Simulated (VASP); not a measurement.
# AlRu (sol): single point with PBEsol

The system is AlRu (sol).

```
Al Ru
1.0
     2.98250    0.00000    0.00000
     0.00000    2.98250    0.00000
     0.00000    0.00000    2.98250
Al Ru
1 1
Direct
  0.00000 0.00000 0.00000
  0.50000 0.50000 0.50000
```

```json
{
  "Program": "VASP 6.6.1",
  "Task": "single point",
  "Functional": "PBEsol",
  "Potentials or basis": "VASP PAW PBE potentials, release 64 (Al, Ru_pv)",
  "Cutoff": "500 eV",
  "k mesh": "6 × 6 × 6",
  "Occupations": "gaussian, width 0.1 eV",
  "Spin": "no spin polarisation"
}
```

| Item | Value |
| --- | --- |
| Pressure | -1.4 GPa |

Levels at points of the mesh, in eV from the Fermi level:
| k point | band 5 | band 6 | band 7 | band 8 | band 9 | band 10 | band 11 | band 12 |
| --- | --- | --- | --- | --- | --- | --- | --- | --- |
| (0.00, 0.00, 0.00) | -3.50 | -3.50 | 0.31 | 0.31 | 0.31 | 6.24 | 6.24 | 6.24 |
| (0.50, 0.00, 0.00) | -5.36 | -2.69 | -1.50 | -1.50 | 0.57 | 2.45 | 7.57 | 11.17 |
| (0.50, 0.50, 0.00) | -2.99 | -1.24 | -1.24 | -1.06 | -1.06 | 1.69 | 5.47 | 6.49 |
| (0.50, 0.50, 0.50) | -4.56 | -4.56 | 1.78 | 1.78 | 2.78 | 4.26 | 4.26 | 4.26 |

Run time: 4.9 s on 1 thread of Intel(R) Xeon(R) Platinum 8488C (Sapphire Rapids) (shared host), peak memory 0.14 GiB.

Caveat: the PAW data sets were made with another functional, which shifts forces and pressure a little.
